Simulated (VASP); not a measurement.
# B in VASP: single point with PBE

Aim: the single point of B with PBE.

Program: VASP 6.6.1. These are calculated values, not measurements. Logs are shortened: lines on timing, memory, paths and dates and some standing lists are left out, and cuts for length are marked.

**1. The cell of the first run**

The typed cell holds 8 atoms: a = 2.291 Å, b = 4.957 Å, c = 5.340 Å, α = 90.00°, β = 90.00°, γ = 63.16°.

**2. Single point, PBE**

INCAR reads:

```
PREC = Accurate ; ENCUT = 520
EDIFF = 1E-7 ; ISMEAR = 0
SIGMA = 0.1 ; LREAL = F
LASPH = T ; NELM = 60
ALGO = Normal ; ISIF = 2
LWAVE = F ; LCHARG = F
GGA = PE ; NBANDS = 22
```

KPOINTS reads:

```
Automatic mesh
0
Gamma
  10 6 4
```

POSCAR reads:

```
B
1.0
    0.6072251256     -2.2094873094     -0.0018410339
   -3.6720742472     -3.3304867922     -0.0003328818
   -0.0028428694      0.0036950029     -5.3401241634
B
8
Direct
    0.1251480226      0.1248557149     -0.0014282788
    0.6248605942      0.6251454787     -0.0014019409
   -0.1251088069     -0.1248916109      0.4986216639
    0.3751191344      0.3748851561      0.4985483118
    0.3749233209      0.8750718987      0.2514690987
    0.8750657764      0.3749294298      0.2513609760
    0.1250687998      0.6249279471      0.7513837068
    0.6249231586      0.1250759855      0.7514464622
```

Potentials or basis: VASP PAW PBE potentials, release 64 (B).

Launch:

```bash
$ cat potpaw_PBE.64/B/POTCAR > POTCAR
$ mpirun -np 1 vasp_std > vasp.out
```

OUTCAR:

```text
PREC = Accurate
   ENCUT = 520
   EDIFF = 1E-7
   ISMEAR = 0
   LREAL = F
   LASPH = T
   NELM = 60
   ISIF = 2
   GGA = PE

 ion  position               nearest neighbor table
   1  0.125  0.125  0.999-   5 1.74   6 1.75   8 1.75   8 1.75
   2  0.625  0.625  0.999-   5 1.75   6 1.75   7 1.75   7 1.75
   3  0.875  0.875  0.499-   8 1.75   7 1.75   5 1.75   5 1.75
   4  0.375  0.375  0.499-   8 1.75   7 1.75   6 1.75   6 1.75
   5  0.375  0.875  0.251-   1 1.74   2 1.75   3 1.75   3 1.75
   6  0.875  0.375  0.251-   1 1.75   2 1.75   4 1.75   4 1.75
   7  0.125  0.625  0.751-   4 1.75   3 1.75   2 1.75   2 1.75
   8  0.625  0.125  0.751-   4 1.75   3 1.75   1 1.75   1 1.75

  LATTYP: Found a simple monoclinic cell.
 ALAT       =     2.2914100272
 B/A-ratio  =     2.3304978747
 C/A-ratio  =     1.9305542466
 COS(beta)  =    -0.0120028467

  Lattice vectors:

 A1 = (   0.6072251256,  -2.2094873094,  -0.0018410339)
 A2 = (   0.0028428694,  -0.0036950029,   5.3401241634)
 A3 = (  -4.2792993728,  -1.1209994828,   0.0015081521)

Analysis of symmetry for initial positions (statically):
=====================================================================
 Subroutine PRICEL returns:
 Original cell was already a primitive cell.

 Routine SETGRP: Setting up the symmetry group for a
 simple monoclinic supercell.

 Subroutine GETGRP returns: Found  1 space group operations
 (whereof  1 operations were pure point group operations)
 out of a pool of  4 trial point group operations.

The static configuration has the point symmetry C_1 .

Analysis of symmetry for dynamics (positions and initial velocities):
=====================================================================
 Subroutine PRICEL returns:
 Original cell was already a primitive cell.

 Routine SETGRP: Setting up the symmetry group for a
 simple monoclinic supercell.

 Subroutine GETGRP returns: Found  1 space group operations
 (whereof  1 operations were pure point group operations)
 out of a pool of  4 trial point group operations.

The dynamic configuration has the point symmetry C_1 .

 Subroutine INISYM returns: Found  1 space group operations
 (whereof  1 operations are pure point group operations),
 and found     1 'primitive' translations

----------------------------------------------------------------------------------------

                                     Primitive cell

  volume of cell :      54.1262

  direct lattice vectors                    reciprocal lattice vectors
     0.607225126 -2.209487309 -0.001841034     0.328587652 -0.362288815 -0.000425606
    -3.672074247 -3.330486792 -0.000332882    -0.217989339 -0.059909256  0.000074596
    -0.002842869  0.003695003 -5.340124163    -0.000099694  0.000128635 -0.187261421

  length of vectors
     2.291410027  4.957446082  5.340126198     0.489104499  0.226071839  0.187261492

  position of ions in fractional coordinates (direct lattice)
     0.125148023  0.124855715  0.998571721
     0.624860594  0.625145479  0.998598059
     0.874891193  0.875108389  0.498621664
     0.375119134  0.374885156  0.498548312
     0.374923321  0.875071899  0.251469099
     0.875065776  0.374929430  0.251360976
     0.125068800  0.624927947  0.751383707
     0.624923159  0.125075985  0.751446462

  ion indices of the primitive-cell ions
   primitive index   ion index
                 1           1
                 2           2
                 3           3
                 4           4
                 5           5
                 6           6
                 7           7
                 8           8

----------------------------------------------------------------------------------------

 KPOINTS: Automatic mesh

Automatic generation of k-mesh.
 Grid dimensions read from file:
 generate k-points for:   10    6    4

 Generating k-lattice:

  Cartesian coordinates                     Fractional coordinates (reciprocal lattice)
     0.032858765 -0.036228881 -0.000042561     0.100000000 -0.000000000  0.000000000
    -0.036331557 -0.009984876  0.000012433     0.000000000  0.166666667 -0.000000000
    -0.000024923  0.000032159 -0.046815355     0.000000000 -0.000000000  0.250000000

  Length of vectors
     0.048910450  0.037678640  0.046815373

  Shift w.r.t. Gamma in fractional coordinates (k-lattice)
     0.000000000  0.000000000  0.000000000

 Subroutine IBZKPT returns following result:
 ===========================================

 Found    124 irreducible k-points:

 Following reciprocal coordinates:
            Coordinates               Weight
  0.000000  0.000000  0.000000      1.000000
  0.100000  0.000000  0.000000      2.000000
  0.200000  0.000000  0.000000      2.000000
  0.300000  0.000000 -0.000000      2.000000
  0.400000  0.000000  0.000000      2.000000
  0.500000  0.000000  0.000000      1.000000
[... 16 lines left out ...]
 -0.400000  0.333333 -0.000000      2.000000
 -0.300000  0.333333 -0.000000      2.000000
 [... further k-points ...]
   k-points           NKPTS =    124   k-points in BZ     NKDIM =    124   number of bands    NBANDS=     22
   number of dos      NEDOS =    301   number of ions     NIONS =      8
   total plane-waves  NPLWV =  28800
   dimension x,y,z NGX =    18 NGY =   40 NGZ =   40
   dimension x,y,z NGXF=    36 NGYF=   80 NGZF=   80
   ions per type =               8
   NGX,Y,Z   is equivalent  to a cutoff of  13.06, 13.41, 12.45 a.u.
   NGXF,Y,Z  is equivalent  to a cutoff of  26.12, 26.83, 24.91 a.u.
 SYSTEM =  unknown system
   PREC   = accura    normal or accurate (medium, high low for compatibility)
   ISTART =      0    job   : 0-new  1-cont  2-samecut
   ICHARG =      2    charge: 1-file 2-atom 10-const
   ISPIN  =      1    spin polarized calculation?
   LNONCOLLINEAR =      F non collinear calculations
   LSORBIT =      F    spin-orbit coupling
   LASPH  =      T    aspherical Exc in radial PAW
   ENCUT  =  520.0 eV  38.22 Ry    6.18 a.u.   4.26  9.22  9.93*2*pi/ulx,y,z
   NELM   =     60;   NELMIN=  2; NELMDL= -5     # of ELM steps
   EDIFF  = 0.1E-06   stopping-criterion for ELM
   LREAL  =      F    real-space projection
   EDIFFG = 0.1E-05   stopping-criterion for IOM
   NSW    =      0    number of steps for IOM
   IBRION =     -1    ionic relax: 0-MD 1-quasi-New 2-CG
   NFREE  =      0    steps in history (QN), initial steepest desc. (CG)
   ISIF   =      2    stress and relaxation
   ISYM   =      2    0-nonsym 1-usesym 2-fastsym
   POTIM  = 0.5000    time-step for ionic-motion
   TEBEG  =    0.0;   TEEND  =   0.0 temperature during run
   PSTRESS=    0.0 pullay stress
   NELECT =      24.0000    total number of electrons
   NUPDOWN=      -1.0000    fix difference up-down
   EMIN   =  10.00;   EMAX   =-10.00  energy-range for DOS
   EFERMI =   0.00;   METHOD = LEGACY
   ISMEAR =     0;   SIGMA  =   0.10  broadening in eV -4-tet -1-fermi 0-gaus
   EFERMI_NEDOS =   21; number of points for ismear=-14 and -15
   IALGO  =     38    algorithm
   IMIX   =      4    mixing-type and parameters
     AMIX     =   0.40;   BMIX     =  1.00
     AMIX_MAG =   1.60;   BMIX_MAG =  1.00
  volume/ion in A,a.u.               =       6.77        45.66
  Fermi-wavevector in a.u.,A,eV,Ry     =   1.248368  2.359073 21.203627  1.558423
  Thomas-Fermi vector in A             =   2.382458
   LORBIT       =      0    0 simple, 1 ext, 2 COOP (PROOUT), +10 PAW based schemes
   GGA     = PE    functional components
   LHFCALC =     F    Hartree Fock is set to
   AEXX    =    0.0000 exact exchange contribution
   IVDW    =     0    specifies the selected vdW correction
   LEPSILON=     F    determine dielectric tensor
   LRPA    =     F    only Hartree local field effects (RPA)
 non-spin polarized calculation
 Gauss-broadening in eV      SIGMA  =   0.10
  energy-cutoff  :      520.00
  volume of cell :       54.13
 maximum number of plane-waves:      1476
 NGX is ok and might be reduce to    18
   NGX =  9   NGY = 19   NGZ = 19

 number of electron      24.0000000 magnetization

 Free energy of the ion-electron system (eV)
  ---------------------------------------------------
  ext. energy  EPLUGINS =         0.00000000
  ---------------------------------------------------
  free energy    TOTEN  =       -50.76914169 eV

  energy without entropy =      -50.76458851  energy(sigma->0) =      -50.76686510

 E-fermi :   7.1345     XC(G=0): -12.1934

 val. band max:        7.0853747225   @ k =  -0.4000   0.3333  -0.0000
 cond. band min:       7.1747366692   @ k =  -0.0000   0.5000   0.2500
 fundamental gap:      0.0893619467
 Fermi energy:         7.1345479245

 k-point     1 :       0.0000    0.0000    0.0000
  band No.  band energies     occupation
      1      -8.8130      2.00000
      2      -4.7847      2.00000
      3      -4.7732      2.00000
      4      -2.6603      2.00000
      5      -2.6603      2.00000
      6       0.8424      2.00000
[... 14 lines left out ...]
     21      16.6263      0.00000
     22      16.6270      0.00000

 k-point     2 :       0.1000    0.0000    0.0000
  band No.  band energies     occupation
      1      -8.5237      2.00000
      2      -4.5064      2.00000
      3      -4.4902      2.00000
      4      -3.5739      2.00000
      5      -1.1911      2.00000
      6       0.0807      2.00000
[... 14 lines left out ...]
     21      16.6991      0.00000
     22      16.8087      0.00000

 k-point     3 :       0.2000    0.0000    0.0000
  band No.  band energies     occupation
      1      -7.6565      2.00000
      2      -3.9199      2.00000
      3      -3.6796      2.00000
      4      -3.6454      2.00000
      5      -0.2168      2.00000
      6      -0.1067      2.00000
[... 14 lines left out ...]
     21      16.1285      0.00000
     22      16.4841      0.00000
[... 476 lines left out ...]
 k-point    23 :      -0.4000    0.3333   -0.0000
  band No.  band energies     occupation
      1      -4.6706      2.00000
      2      -1.9954      2.00000
      3      -1.0634      2.00000
      4      -0.7530      2.00000
      5      -0.0268      2.00000
      6       1.2055      2.00000
[... 14 lines left out ...]
     21      15.1567      0.00000
     22      15.4775      0.00000

 k-point    24 :      -0.3000    0.3333   -0.0000
  band No.  band energies     occupation
      1      -5.8850      2.00000
      2      -4.3499      2.00000
      3      -2.0255      2.00000
      4      -1.9428      2.00000
      5      -0.6013      2.00000
      6      -0.5612      2.00000
[... 14 lines left out ...]
     21      15.7943      0.00000
     22      16.1187      0.00000

 [... further k-points ...]

------------------------ aborting loop because EDIFF is reached ----------------------------------------

  FORCE on cell =-STRESS in cart. coord.  units (eV):
  Direction    XX          YY          ZZ          XY          YZ          ZX
  --------------------------------------------------------------------------------------
  -------------------------------------------------------------------------------------
  Total       -0.0149490      0.0038413      0.0165225      0.0122229      0.0003782     -0.0000942
  in kB       -0.4425023      0.1137047      0.4890788      0.3618070      0.0111959     -0.0027892
  external PRESSURE =       0.0534271 kB  Pullay stress =       0.0000000 kB

 VOLUME and BASIS-vectors are now :
 -----------------------------------------------------------------------------
  energy-cutoff  :      520.00
  volume of cell :       54.13
      direct lattice vectors                 reciprocal lattice vectors
     0.607225126 -2.209487309 -0.001841034     0.328587652 -0.362288815 -0.000425606
    -3.672074247 -3.330486792 -0.000332882    -0.217989339 -0.059909256  0.000074596
    -0.002842869  0.003695003 -5.340124163    -0.000099694  0.000128635 -0.187261421

 POSITION                                       TOTAL-FORCE (eV/Angst)
 -----------------------------------------------------------------------------------
     -0.38533     -0.68865     -5.33277        -0.000375     -0.000038     -0.003929
     -1.91899     -3.45897     -5.33400         0.000324      0.000308     -0.003931
     -2.68362     -4.84576     -2.66460         0.000051      0.000060     -0.004009
     -1.15024     -2.07553     -2.66313        -0.000433      0.000016     -0.003820
     -2.98638     -3.74187     -1.34386         0.000246     -0.000043      0.003893
     -0.84612     -3.18122     -1.34403        -0.000112     -0.000199      0.003949
     -2.22097     -2.35488     -4.01292        -0.000047     -0.000175      0.003821
     -0.08196     -1.79455     -4.01401         0.000346      0.000071      0.004025
 -----------------------------------------------------------------------------------
    total drift:                               -0.000000     -0.000000     -0.000000

  FREE ENERGIE OF THE ION-ELECTRON SYSTEM (eV)
  ---------------------------------------------------
  free  energy   TOTEN  =       -50.7691416882 eV

  energy  without entropy=      -50.7645885137  energy(sigma->0) =      -50.76686510
```

Run time: 3.1 min. Hardware: 1 thread of Intel Xeon 8259CL, shared host; peak memory 0.23 GiB.

What came out:

```yaml
Free_energy: -50.7691 eV
Pressure: 0.0 GPa
Largest_force: 0.004 eV/Å
Band_gap_on_the_k_mesh: zero (bands 12 and 13 overlap by 8.32 eV)
```

Forces in eV/Å, atoms in the order of the input:
```
B    0.000  0.000 -0.004
B    0.000  0.000 -0.004
B    0.000  0.000 -0.004
B    0.000  0.000 -0.004
B    0.000  0.000  0.004
B    0.000  0.000  0.004
B    0.000  0.000  0.004
B    0.000  0.000  0.004
```

The gap in the log of VASP goes by the Fermi energy; the results here count the filled bands.